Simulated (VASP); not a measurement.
# LaO6 (Pm-3m) in VASP: further runs, part 2 of 2

VASP 6.6.1. The steps go on from the part before.

## 5. Relaxation of cell and atoms, PBE

This run uses another cell than the first one, of 11.38 Å³/atom.

The input, INCAR:

```
PREC = Accurate ; ENCUT = 600
EDIFF = 1E-6 ; ISMEAR = 0
SIGMA = 0.1 ; LREAL = False
LASPH = True ; NELM = 80
ALGO = Normal ; ISIF = 3
LWAVE = False ; LCHARG = False
GGA = PE ; IBRION = 2
NSW = 90 ; EDIFFG = -0.04
```

The input, KPOINTS:

```
Automatic mesh
0
Gamma
  4 4 4
```

The input, POSCAR:

```
LaO6
1.0
    4.3024586900      0.0000000000      0.0000000000
    0.0000000000      4.3024586900      0.0000000000
    0.0000000000      0.0000000000      4.3024586900
La O
1 6
Direct
    0.0000000000      0.0000000000      0.0000000000
    0.7998858100      0.5000000000      0.5000000000
    0.2001141900      0.5000000000      0.5000000000
    0.5000000000      0.5000000000      0.7998858100
    0.5000000000      0.5000000000      0.2001141900
    0.5000000000      0.2001141900      0.5000000000
    0.5000000000      0.7998858100      0.5000000000
```

Potentials or basis: VASP PAW PBE potentials, release 64 (La, O).

Run with:

```
cat potpaw_PBE.64/La/POTCAR potpaw_PBE.64/O/POTCAR > POTCAR
mpirun -np 1 vasp_std > vasp.out
```

OUTCAR:

```text
PREC = Accurate
   ENCUT = 600
   EDIFF = 1E-6
   ISMEAR = 0
   LREAL = False
   LASPH = True
   NELM = 80
   ISIF = 3
   GGA = PE
   IBRION = 2
   NSW = 90
   EDIFFG = -0.04

 ion  position               nearest neighbor table
   1  0.000  0.000  0.000-
   2  0.800  0.500  0.500-   3 1.72   4 1.82   5 1.82   6 1.82   7 1.82
   3  0.200  0.500  0.500-   2 1.72   4 1.82   5 1.82   6 1.82   7 1.82
   4  0.500  0.500  0.800-   5 1.72   3 1.82   2 1.82   6 1.82   7 1.82
   5  0.500  0.500  0.200-   4 1.72   3 1.82   2 1.82   6 1.82   7 1.82
   6  0.500  0.200  0.500-   7 1.72   3 1.82   4 1.82   5 1.82   2 1.82
   7  0.500  0.800  0.500-   6 1.72   3 1.82   4 1.82   5 1.82   2 1.82

  LATTYP: Found a simple cubic cell.
 ALAT       =     4.3024586900

  Lattice vectors:

 A1 = (   4.3024586900,   0.0000000000,   0.0000000000)
 A2 = (   0.0000000000,   4.3024586900,   0.0000000000)
 A3 = (   0.0000000000,   0.0000000000,   4.3024586900)

[... 164 lines left out ...]

 Free energy of the ion-electron system (eV)
  ---------------------------------------------------
  ext. energy  EPLUGINS =         0.00000000
  ---------------------------------------------------
  free energy    TOTEN  =       -25.94498693 eV

  energy without entropy =      -25.91654474  energy(sigma->0) =      -25.93076583

 E-fermi :   7.3166     XC(G=0): -10.7970

 val. band max:        7.2473231534   @ k =   0.5000   0.2500   0.2500
 cond. band min:       7.3236093894   @ k =   0.5000   0.2500   0.0000
 fundamental gap:      0.0762862360
 Fermi energy:         7.3165649277
[... 911 lines left out ...]
--------------------------------------- Ionic step        8  -------------------------------------------

 number of electron      47.0000018 magnetization

 Free energy of the ion-electron system (eV)
  ---------------------------------------------------
  ext. energy  EPLUGINS =         0.00000000
  ---------------------------------------------------
  free energy    TOTEN  =       -34.78890522 eV

  energy without entropy =      -34.76008182  energy(sigma->0) =      -34.77449352

 E-fermi :   4.8797     XC(G=0):  -9.3764

 val. band max:        4.7052899203   @ k =   0.0000   0.0000   0.0000
 cond. band min:       4.8834731218   @ k =   0.2500   0.2500   0.2500
 fundamental gap:      0.1781832015
 Fermi energy:         4.8797447912
[... 342 lines left out ...]
  FREE ENERGIE OF THE ION-ELECTRON SYSTEM (eV)
  ---------------------------------------------------
  free  energy   TOTEN  =       -34.7889052152 eV

  energy  without entropy=      -34.7600818183  energy(sigma->0) =      -34.77449352

 reached required accuracy - stopping structural energy minimisation
```

CONTCAR:

```text
LaO6
   1.00000000000000
     4.6818119131014511   -0.0000000000000000    0.0000000000000000
     0.0000000000000000    4.6818119131014502    0.0000000000000000
    -0.0000000000000000   -0.0000000000000000    4.6818119131014502
  La              O
     1     6
Direct
     0.0000000000000000    0.0000000000000000    0.0000000000000000
     0.8580477550286814    0.5000000000000000    0.5000000000000000
     0.1419522449713187    0.5000000000000000    0.5000000000000000
     0.5000000000000000    0.5000000000000000    0.8580477550286814
     0.5000000000000000    0.5000000000000000    0.1419522449713187
     0.5000000000000000    0.1419522449713187    0.5000000000000000
     0.5000000000000000    0.8580477550286814    0.5000000000000000

  0.00000000E+00  0.00000000E+00  0.00000000E+00
  0.00000000E+00  0.00000000E+00  0.00000000E+00
  0.00000000E+00  0.00000000E+00  0.00000000E+00
  0.00000000E+00  0.00000000E+00  0.00000000E+00
  0.00000000E+00  0.00000000E+00  0.00000000E+00
  0.00000000E+00  0.00000000E+00  0.00000000E+00
  0.00000000E+00  0.00000000E+00  0.00000000E+00
```

Wall time 10 min (1 thread of Intel Xeon 8259CL, shared host); peak memory 0.23 GiB.

What came out:

- Free energy: -34.7889 eV
- Relaxed volume: 14.66 Å³/atom
- Relaxed cell: a = 4.682 Å, b = 4.682 Å, c = 4.682 Å, α = 90.00°, β = 90.00°, γ = 90.00°
- Space group after relaxing (to 0.1 Å): Pm-3m (No. 221)
- Energy gained by relaxing: 1263.4 meV/atom
- Ionic steps: 8
- Pressure after relaxing: 0.0 GPa
- Largest force after relaxing: 0.021 eV/Å
- Band gap on the k mesh: zero (an odd number of electrons rules out a gap without spin polarisation)

Forces on the atoms (eV/Å):
```
La   0.000  0.000  0.000
O   -0.021  0.000  0.000
O    0.021  0.000  0.000
O    0.000  0.000 -0.021
O    0.000  0.000  0.021
O    0.000  0.021  0.000
O    0.000 -0.021  0.000
```

Step by step:
| step | energy change (eV) | largest force (eV/Å) | pressure (GPa) | volume (Å³) |
| --- | --- | --- | --- | --- |
| 1 | 0.0000 | 7.9277 | 35.78 | 79.64 |
| 2 | -1.2337 | 26.0038 | 35.19 | 112.67 |
| 3 | -8.8273 | 0.2709 | 2.96 | 98.51 |
| 4 | -8.8229 | 0.6201 | 3.26 | 98.92 |
| 5 | -8.7700 | 1.2974 | -2.95 | 103.99 |
| 6 | -8.8359 | 0.1238 | 1.01 | 100.60 |
| 7 | -8.8365 | 0.2382 | 0.62 | 100.90 |
| 8 | -8.8439 | 0.0212 | 0.02 | 102.62 |

Final structure:
```
CELL_PARAMETERS angstrom
4.68181 0.00000 0.00000
0.00000 4.68181 0.00000
0.00000 0.00000 4.68181
ATOMIC_POSITIONS crystal
La 0.00000 0.00000 0.00000
O 0.85805 0.50000 0.50000
O 0.14195 0.50000 0.50000
O 0.50000 0.50000 0.85805
O 0.50000 0.50000 0.14195
O 0.50000 0.14195 0.50000
O 0.50000 0.85805 0.50000
```

Caveat: the k points lie up to 0.34 Å⁻¹ apart in the final cell, too coarse for converged energies and pressures of a metal; the volume moved by over 15 % at a fixed basis, so the end points are rough; spin-orbit coupling is left out, which moves the levels of the heavy elements; an odd number of electrons without spin polarisation forces a metal; a magnetic or distorted state may lie lower.

## 6. The runs side by side

```csv
task,potentials or basis,cell,k mesh,cutoff (eV),gap on the mesh (eV),pressure (GPa),largest force (eV/Å)
single point,"VASP PAW PBE potentials, release 64 (La, O_h)","a = 4.693 Å, 7 atoms, atomic positions A",8 × 8 × 8,910,none,-0.5,0.01
single point,"VASP PAW PBE potentials, release 64 (La, O)","a = 4.302 Å, 7 atoms, atomic positions B",4 × 4 × 4,520,none,35.9,7.92
single point,"VASP PAW PBE potentials, release 64 (La, O)","a = 4.681 Å, 7 atoms, atomic positions A",4 × 4 × 4,520,none,0.9,0.51
relaxation of cell and atoms,"VASP PAW PBE potentials, release 64 (La, O)","relaxed from a = 4.302 Å, 7 atoms, atomic positions B",4 × 4 × 4,600,none,0.0,0.02
```

Alike in all rows: level PBE; no spin polarisation; smearing gaussian 0.1 eV.

Caveats: some runs use coarse meshes; spin-orbit coupling is left out, which moves the levels of the heavy elements; an odd number of electrons without spin polarisation forces a metal; a magnetic or distorted state may lie lower; the cutoff is under 1.25 times the usual one of these potentials, so pressure, stress and relaxed cells hold a basis-set (Pulay) error (at least some runs); the volume moved by over 15 % at a fixed basis, so the end points are rough (at least some runs).

Absolute energies hang on the potentials; compare differences alone.
